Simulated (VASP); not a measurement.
Set up this calculation in VASP 6.6.1, as the native input.

| Quantity | Value |
| --- | --- |
| Task | single point |
| Functional | PBE |
| Potentials or basis | VASP PAW PBE potentials, release 64 (Sr_sv, Ir) |
| Cutoff | 520 eV |
| k mesh | 4 × 4 × 4 |
| Occupations | gaussian, width 0.1 eV |
| Spin | no spin polarisation |
| Dipole correction | no |
| Further INCAR settings | ALGO = Normal; EDIFF = 1e-07; NBANDS = 32 |

The structure of Sr4Ir lies in POSCAR:

```
Sr4Ir
1.0
   -4.1902632400      4.1902632400      4.1902632400
    4.1902632400     -4.1902632400      4.1902632400
    4.1902632400      4.1902632400     -4.1902632400
Sr Ir
4 1
Direct
    0.5000000000      0.5000000000      0.5000000000
    0.0000000000      0.0000000000      0.5000000000
    0.0000000000      0.5000000000      0.0000000000
    0.5000000000      0.0000000000      0.0000000000
    0.0000000000      0.0000000000      0.0000000000
```

The cell was generated, and may not be a known phase.

The input as run:

INCAR

```
SYSTEM = Sr4Ir
PREC     = Accurate       ! precision mode
ENCUT    = 520            ! plane-wave cutoff, eV
EDIFF    = 1E-7           ! SCF threshold, eV
ISMEAR   = 0              ! smearing method
SIGMA    = 0.1            ! smearing width, eV
LREAL    = .FALSE.        ! projectors in reciprocal space
LASPH    = .TRUE.         ! aspherical terms in the spheres
NELM     = 60             ! most SCF steps
ALGO     = Normal         ! electronic algorithm
ISIF     = 2              ! what is computed and relaxed
LWAVE    = .FALSE.        ! write WAVECAR
LCHARG   = .FALSE.        ! write CHGCAR
GGA      = PE             ! functional
NBANDS   = 32             ! bands
```

KPOINTS

```
Automatic mesh
0
G
  4 4 4
  0 0 0
```

Potentials or basis: VASP PAW PBE potentials, release 64 (Sr_sv, Ir).

Run with:

```console
$ cat potpaw_PBE.64/Sr_sv/POTCAR potpaw_PBE.64/Ir/POTCAR > POTCAR
$ mpirun -np 1 vasp_std > vasp.out
```

It gave:

* Pressure: -4.1 GPa
* Band gap on the k mesh: zero (an odd number of electrons rules out a gap without spin polarisation)

Caveat: the cell stands under tension; spin-orbit coupling is left out, which moves the levels of the heavy elements.

Wall time 2.4 min on 1 thread of Intel(R) Xeon(R) Platinum 8259CL CPU @ 2.50GHz (Skylake/Cascade Lake), on a shared host, peak memory 0.41 GiB.
